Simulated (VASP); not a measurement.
Here is a VASP 6.6.1 calculation.

INCAR

```
SYSTEM = Si
ALGO = Normal
EDIFF = 1E-7
EDIFFG = -0.002
ENCUT = 600
GGA = CA
IBRION = 2
ISIF = 3
ISMEAR = 0
LASPH = .True.
LCHARG = .False.
LREAL = .False.
LWAVE = .False.
NELM = 100
NSW = 100
PREC = Accurate
PSTRESS = 20.0
SIGMA = 0.01
```

The input KPOINTS:

```
k-points
0
Gamma
  8 8 8
  0 0 0
```

Contents of POSCAR:

```
Si
1.0
    2.7009789307      2.7009789307      0.0000000000
   -2.7009789307      2.7009789307      0.0000000000
    0.0000000000      2.7009789307      2.7009789307
Si
2
Direct
    0.2500000000      0.7500000000      0.5000000000
    0.0000000000      0.0000000000      0.0000000000
```

Potentials or basis: VASP PAW LDA potentials, release 64 (Si).

Command:

```bash
$ cat potpaw_LDA.64/Si/POTCAR > POTCAR
$ mpirun -np 1 vasp_std > vasp.out
```

Problem. Predict the space group after relaxing (to 0.05 Å).

Solution. Fd-3m (No. 227).

Problem. Predict the band gap on the k mesh.

Solution. 0.46 eV, indirect (least direct gap 2.54 eV).

Problem. Predict the relaxed cell.

Solution. a = 3.795 Å, b = 3.795 Å, c = 3.795 Å, α = 60.00°, β = 60.00°, γ = 90.00°.

Final structure:
```xyz
2
Lattice="2.6838 2.6838 0.0000 -2.6838 2.6838 0.0000 0.0000 2.6838 2.6838" Properties=species:S:1:pos:R:3 pbc="T T T"
Si   -1.3419    4.0257    1.3419
Si    0.0000    0.0000    0.0000
```

Caveat: the cell is relaxed towards a set pressure, so the enthalpy falls and the energy may rise. LDA usually gives volumes a few per cent too small.
